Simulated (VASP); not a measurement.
# H23C2NO10 in VASP: further runs, part 3 of 3

VASP 6.6.1. The steps go on from the part before.

### Step 5. Single point, LDA

INCAR reads:

```
PREC = Accurate ; ENCUT = 520
EDIFF = 1E-7 ; ISMEAR = -1
SIGMA = 0.05 ; LREAL = Auto
LASPH = True ; NELM = 100
ALGO = Normal ; ISIF = 2
LWAVE = False ; LCHARG = False
NBANDS = 72
```

KPOINTS reads:

```
regular mesh
0
Gamma
  1 1 1
```

POSCAR reads:

```
H23C2NO10
1.0
    7.5225990000      0.0000000000      0.0000000000
    0.0000000000      7.5225990000      0.0000000000
    0.0000000000      0.0000000000      7.5225990000
O H C N
10 23 2 1
Direct
    0.3579879773      0.3300056270      0.2438120123
    0.3712546688      0.5854758442      0.7669423825
    0.2578763005      0.6260602220      0.1346077333
    0.4827586849      0.9892990441      0.6998379151
    0.8790445962      0.3535214359      0.8290884573
    0.8652328803      0.1279876809      0.1010554996
    0.8600219153      0.6602372398      0.2898200476
    0.2805945126      0.2735623685     -0.1916226028
    0.0110334208      0.3370776510      0.3783001061
    0.6223248109      0.1224842637      0.4119852726
    0.4145641686      0.4306756216      0.1940419794
    0.2567330786      0.3383272191      0.1639858778
    0.3539069409      0.5847048341      0.9034776412
    0.3117672496      0.5231436635      0.6827161730
    0.2921729578      0.6747136196      0.2455667250
    0.1415999976      0.5605775344      0.1539494528
    0.5386702122      1.0177732457      0.5829102415
    0.4471725796      0.8634648743      0.7343871447
    0.8287295388      0.3191450189      0.7201766304
    0.8181082097      0.4522506118      0.8821153434
    0.8647144424      0.1637864786     -0.0338180993
    0.9413900701      0.0269720611      0.0780581286
    0.7988329565      0.6879670178      0.1743546346
    0.8537607813      0.5282748688      0.3016776516
    0.3296998816      0.1645441954     -0.2537022112
    0.2067370599      0.3158084061     -0.2894744223
    0.0055034171      0.2837848993      0.2466567738
    0.1275091228      0.3707362309      0.4042219983
    0.5079228602      0.1876877925      0.3668147139
    0.7069232322      0.1373461486      0.3109297731
    1.0886662974      1.0134662236      0.6278016414
    0.9745302122      0.8521257081      0.4897509491
    0.8545052049      1.0100897310      0.5989951079
    0.9759260064      0.9270067433      0.6086460278
    0.9389175204      0.8214847023      0.7672481279
    0.9095659625      0.7213331456      0.8832452720
```

Run with:

```
> cat potpaw_LDA.64/O/POTCAR potpaw_LDA.64/H/POTCAR potpaw_LDA.64/C/POTCAR potpaw_LDA.64/N/POTCAR > POTCAR
> mpirun -np 1 vasp_gam > vasp.out
```

Wall time 84 s (1 thread of Intel Xeon 8259CL, shared host); peak memory 0.32 GiB.

It converged, with:

```
Free energy            : -190.2678 eV
Pressure               : -0.8 GPa
Largest force          : 7.123 eV/Å
Band gap on the k mesh : 3.27 eV
```

Forces on the atoms (eV/Å):
```
O   -0.347 -1.656  1.049
O    3.367  4.711  4.149
O   -1.325 -0.946 -1.807
O   -0.920 -0.347  1.085
O    1.589 -1.111  1.465
O    0.381  0.560 -1.766
O   -0.615 -0.314 -1.071
O   -0.309 -1.476 -0.939
O   -2.935 -1.428 -2.777
O   -1.509  1.256 -0.953
H    1.372  1.589 -0.372
H   -0.384 -0.996 -0.337
H   -0.790 -0.693 -2.495
H   -2.154 -2.384 -1.476
H    0.208  0.732  1.355
H    0.798  1.296 -0.066
H    0.124 -0.786 -0.084
H    0.589  0.941 -1.143
H   -1.134 -0.161 -1.884
H   -0.460  0.973 -0.053
H   -0.574  1.180  1.576
H    0.445 -1.109  0.801
H    0.716 -0.058  0.769
H    0.364  0.492  0.344
H    0.728 -0.140  0.941
H   -0.702  0.271  0.436
H   -0.224  0.299  2.330
H    2.620  0.550  0.167
H    1.556 -0.813  0.357
H   -0.139 -0.379  0.209
H    0.721  0.302  0.016
H    0.210 -1.219 -1.296
H    0.052  0.328 -0.271
C   -1.686  0.541  2.521
C    0.331 -1.354  0.101
N    0.035  1.348 -0.883
```

Stress tensor (GPa, compression positive):
```
 0.19  0.32  1.17
 0.32  1.01  0.80
 1.17  0.80 -3.66
```

Levels at points of the mesh, in eV from the valence-band top:
```tsv
k point	band 46	band 47	band 48	band 49	band 50	band 51
(0.00, 0.00, 0.00)	-0.97	-0.58	0.00	3.27	4.93	5.31
```

Caveat: the k points lie up to 0.84 Å⁻¹ apart; the atoms stand as in a frame of molecular dynamics.

### Step 6. Single point, LDA

INCAR reads:

```
PREC     = Accurate       # precision mode
ENCUT    = 520            # plane-wave cutoff, eV
EDIFF    = 1E-6           # SCF threshold, eV
ISMEAR   = -1             # smearing method
SIGMA    = 0.05           # smearing width, eV
LREAL    = Auto         
LASPH    = True           # aspherical terms in the spheres
NELM     = 100            # most SCF steps
ALGO     = Normal         # electronic algorithm
ISIF     = 2              # what is computed and relaxed
LWAVE    = False          # write WAVECAR
LCHARG   = False          # write CHGCAR
NBANDS   = 72             # bands
```

KPOINTS is that of step 5.

POSCAR reads:

```
H23C2NO10
1.0
    7.5225990000      0.0000000000      0.0000000000
    0.0000000000      7.5225990000      0.0000000000
    0.0000000000      0.0000000000      7.5225990000
O H C N
10 23 2 1
Direct
    0.3474331145      0.2770452074      0.1915960162
    0.3384202720      0.6067317958      0.7386011138
    0.3152633817      0.6242124564      0.1581368354
    0.4334937965      0.9515594278      0.5783905270
    0.8173504928      0.3110095327      0.8434053178
    0.9253184970      0.0725680048      0.1785818970
    0.9056577388      0.6888177876      0.2536357448
    0.2259059668      0.1821179090     -0.2271688282
    0.0178528724      0.3799085928      0.3415973655
    0.6722942430      0.0734852409      0.4226730682
    0.3518331896      0.3814373197      0.1125940649
    0.3436711169      0.1782761516      0.1140696188
    0.2321006344      0.5750539142      0.8092681798
    0.4336931957      0.6306862828      0.8087364487
    0.4147901543      0.6794061467      0.2265972173
    0.1901470489      0.6299152726      0.2076410028
    0.5369553794      1.0132801177      0.5140510613
    0.4617287190      0.8355091106      0.6208093772
    0.9405924734      0.2928775015      0.8021296895
    0.7534098255      0.4284157643      0.8166060693
    0.9526228900      0.0987025894      0.0616409302
    0.9348098975     -0.0602717226      0.2052615060
    0.8143329187      0.7265308173      0.1755111498
    0.9387048279      0.5554330358      0.2457661242
    0.3017042381      0.0794672161     -0.2944992814
    0.2764603031      0.3038577492     -0.2654002958
    0.0092787081      0.2682982304      0.2901523795
    0.1535373612      0.3571637941      0.3635179810
    0.6363226326      0.1269640984      0.3051870770
    0.7645495925      0.1601175338      0.4408715658
    1.1615267543      0.9082100481      0.5296972496
    0.9577540954      0.7733098627      0.4935927065
    0.9615426796      1.0026189087      0.6045118183
    1.0230107972      0.8691278107      0.5738043461
    1.0215485366      0.7883711467      0.7529711473
    0.9734933365      0.7045038556      0.8756282237
```

Potentials or basis: VASP PAW LDA potentials, release 64 (O, H, C, N).

Run with:

```
> cat potpaw_LDA.64/O/POTCAR potpaw_LDA.64/H/POTCAR potpaw_LDA.64/C/POTCAR potpaw_LDA.64/N/POTCAR > POTCAR
> mpirun -np 1 vasp_gam > vasp.out
```

Wall time 78 s (1 thread of Intel Xeon 8259CL, shared host); peak memory 0.32 GiB.

The run converged. Its results:

| Property | Result |
| --- | --- |
| Free energy | -190.3157 eV |
| Pressure | -0.9 GPa |
| Largest force | 4.570 eV/Å |
| Band gap on the k mesh | 3.95 eV |

Forces in eV/Å, atoms in the order of the input:
```
O    0.351  0.894  0.999
O   -3.249 -1.394 -2.896
O    0.012  0.011 -0.184
O   -1.751  0.908  0.345
O   -1.270  0.612  0.099
O   -0.618 -1.642  3.413
O    1.373 -0.571  1.130
O    1.220  0.355 -1.122
O    2.912  2.238  2.019
O    0.222  1.158 -2.509
H   -0.095  0.451  0.445
H   -0.284 -1.474 -1.134
H    0.485  0.627  0.191
H    2.841  0.624  2.945
H   -1.637 -0.347 -0.026
H    1.490  0.537 -0.077
H   -0.109 -0.209  0.600
H    0.086 -1.029  0.294
H   -0.265  0.875 -0.268
H    2.035 -1.765  0.121
H    0.644  0.359 -3.067
H    0.272  1.319 -0.464
H   -0.877 -0.252 -1.260
H   -0.434  0.769  0.191
H   -0.591  1.674  0.604
H   -0.438 -1.961  0.387
H   -1.450 -3.539 -2.115
H   -1.503  1.110 -0.314
H   -0.359 -0.878  0.480
H    1.140  0.448  1.081
H   -0.536 -0.639  0.162
H   -0.931 -0.441 -1.379
H   -0.244 -0.668 -0.740
C    1.813  1.705  3.285
C   -0.943 -0.561 -0.438
N    0.687  0.697 -0.801
```

Stress tensor (GPa, compression positive):
```
-1.67  2.08  1.41
 2.08 -2.25  1.29
 1.41  1.29  1.08
```

Levels at points of the mesh, in eV from the valence-band top:
| k point | band 44 | band 45 | band 46 | band 47 | band 48 | band 49 | band 50 | band 51 | band 52 | band 53 |
| --- | --- | --- | --- | --- | --- | --- | --- | --- | --- | --- |
| (0.00, 0.00, 0.00) | -0.57 | -0.43 | -0.29 | -0.21 | 0.00 | 3.95 | 5.64 | 6.04 | 6.33 | 6.48 |

Caveat: the k points lie up to 0.84 Å⁻¹ apart; the atoms stand as in a frame of molecular dynamics.

### Step 7. Single point, LDA

INCAR reads:

```
PREC = Accurate
ENCUT = 520
EDIFF = 1E-6
ISMEAR = -1
SIGMA = 0.05
LREAL = Auto
LASPH = T
NELM = 100
ALGO = Normal
ISIF = 2
LWAVE = F
LCHARG = T
GGA = CA
LELF = T
LVHAR = T
NBANDS = 72
```

KPOINTS reads:

```
Automatic mesh
0
Gamma
  1 1 1
```

POSCAR reads:

```
H23C2NO10
1.0
    7.5225990000      0.0000000000      0.0000000000
    0.0000000000      7.5225990000      0.0000000000
    0.0000000000      0.0000000000      7.5225990000
O H C N
10 23 2 1
Direct
    0.3977747584      0.2000638343      0.1373062688
    0.3251535806      0.5544626265      0.7631537983
    0.3626406246      0.5549145980      0.1630420550
    0.4644006679      0.9129158686      0.6026507594
    0.8379019007      0.2935022856      0.8931487641
    0.9410311516     -0.0067795718      0.0727009375
    0.9791562730      0.6839790344      0.2632733713
    0.2099806197      0.2081594406     -0.3408795285
    0.0079095004      0.3358014963      0.3722649579
    0.7454072721      0.0712918501      0.3586260546
    0.4684949975      0.2242576003      0.0375933903
    0.4829447908      0.1324409290      0.2111504282
    0.3735942857      0.6597985616      0.7008880840
    0.3193842979      0.5471247371      0.8899052043
    0.3173903062      0.4491266915      0.2295749115
    0.3125116732      0.6708053958      0.1778507667
    0.5635951086      0.9415894693      0.5155930816
    0.5038019440      0.9478240167      0.7249489173
    0.9249595785      0.3090288343      0.7975036287
    0.8061309662      0.4098716414      0.9013905965
    0.9654509033      0.0642995858     -0.0380719483
    0.8933747499     -0.1339563627      0.0492515951
    0.9901232274      0.6888975472      0.1237870050
    0.9030788428      0.5698163627      0.2946322142
    0.2795576369      0.1366416048     -0.4255577095
    0.2986467842      0.2935155789     -0.3138011211
    0.0730199762      0.2615851250      0.2887964652
    0.0535719105      0.2555233903      0.4770691619
    0.7837450860      0.0246723240      0.2385079944
    0.7973308161      0.1978305636      0.3430197462
    1.0957782011      0.7270625485      0.5009704758
    0.8967113627      0.8292878565      0.5328743430
    1.0920693766      0.9461756502      0.6359903007
    1.0387367451      0.8065962309      0.6063197041
    0.9737193223      0.7102332585      0.7483716731
    0.9236302507      0.6779837660      0.8902242430
```

Run with:

```
> cat potpaw_LDA.64/O/POTCAR potpaw_LDA.64/H/POTCAR potpaw_LDA.64/C/POTCAR potpaw_LDA.64/N/POTCAR > POTCAR
> mpirun -np 1 vasp_gam > vasp.out
```

Wall time 77 s (1 thread of Intel Xeon 8259CL, shared host); peak memory 0.31 GiB.

It converged, with:

```
Free energy            : -190.3575 eV
Pressure               : -1.6 GPa
Largest force          : 4.742 eV/Å
Band gap on the k mesh : 3.78 eV
```

Forces in eV/Å, atoms in the order of the input:
```
O   -0.800 -0.911  2.054
O   -0.195 -0.802 -2.273
O    1.023 -1.397 -0.985
O    0.670  0.344  0.211
O    1.386 -3.728 -0.974
O   -0.459 -0.944 -0.395
O   -1.430 -1.530 -1.481
O   -1.091 -1.680 -1.066
O    0.621 -1.942  1.720
O   -0.203  1.203 -0.880
H    1.040  0.829 -1.936
H   -0.089  0.122  0.279
H    0.003 -0.109  0.885
H    0.458  0.752  1.573
H   -0.082  1.234 -0.424
H   -1.022  0.207  0.898
H   -0.445  0.091  0.789
H   -0.073 -0.161 -1.197
H    0.326 -0.567 -0.158
H   -1.509  4.388  0.977
H   -0.745 -0.753  0.954
H    0.859  1.997 -0.370
H   -0.331 -0.786  2.137
H    1.902  1.957 -0.899
H    0.001 -0.802  0.133
H    0.887  2.447  0.885
H    0.011  0.128 -1.511
H   -0.750  1.845 -0.247
H    0.353 -0.059  0.403
H   -0.342 -1.297  0.744
H    0.887 -0.114 -0.402
H    1.863  0.301  0.464
H   -0.162 -1.391  0.035
C   -2.851  1.268 -1.976
C    0.973  1.025  1.489
N   -0.683 -1.163  0.546
```

Stress tensor (GPa, compression positive):
```
-2.45 -1.54 -0.55
-1.54 -1.56  1.46
-0.55  1.46 -0.67
```

Levels at points of the mesh, in eV from the valence-band top:
| k point | band 45 | band 46 | band 47 | band 48 | band 49 | band 50 | band 51 | band 52 |
| --- | --- | --- | --- | --- | --- | --- | --- | --- |
| (0.00, 0.00, 0.00) | -0.53 | -0.52 | -0.43 | 0.00 | 3.78 | 4.80 | 5.81 | 6.27 |

Caveat: the k points lie up to 0.84 Å⁻¹ apart; the atoms stand as in a frame of molecular dynamics.

### Step 8. Summary

| cell | gap on the mesh (eV) | pressure (GPa) | largest force (eV/Å) |
| --- | --- | --- | --- |
| as given, atomic positions A | 3.82 | -1.8 | 4.64 |
| as given, atomic positions B | 3.34 | -2.5 | 4.64 |
| as given, atomic positions C | 3.62 | -0.5 | 5.73 |
| as given, atomic positions D | 3.27 | -0.8 | 7.12 |
| as given, atomic positions E | 3.95 | -0.9 | 4.57 |
| as given, atomic positions F | 3.78 | -1.6 | 4.74 |

Alike in all rows: task single point; level LDA; potentials or basis VASP PAW LDA potentials, release 64 (O, H, C, N); no spin polarisation; k mesh 1 × 1 × 1; cutoff (eV) 520; smearing fermi-dirac 0.05 eV.

Caveats: all runs use coarse meshes; the atoms stand as in a frame of molecular dynamics (at least some runs).

Total energies depend on the potentials used, so only differences within one code and one set of settings carry meaning.
